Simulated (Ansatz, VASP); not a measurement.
**One calculation of ZrSi2, two programs**

```
Zr Si
1.0
     4.01076    0.00000    0.00000
    -2.00538    3.47342    0.00000
     0.00000    0.00000    3.61249
Zr Si
1 2
Direct
  0.00000 0.00000 0.00000
  0.33333 0.66667 0.50000
  0.66667 0.33333 0.50000
```

Change from the starting cell: species swapped into the MgB2 type (P6/mmm, No. 191).

Alike in both runs: functional PBE; k mesh 6 × 6 × 5; occupations gaussian, width 0.2 eV; no spin polarisation.

Ansatz relaxed the structure, and its values are those at the end. VASP's run is a single point on that final structure, the one shown.

```csv
,VASP,Ansatz
version,VASP 6.6.1,Ansatz 0.2.0
potentials or method,"VASP PAW PBE potentials, release 64 (Zr_sv, Si), cutoff 500 eV","scalar-relativistic, plane waves, PAW"
valence electrons in the cell,20,20
```

|  | VASP | Ansatz | Ansatz less VASP |
| --- | --- | --- | --- |
| gap on the k mesh at the Fermi level (eV) | none | none | - |
| pressure (GPa) | 0.3 | 0.3 | +0.03 |

A gap of «none» marks a metal or a gap that the smearing closes.
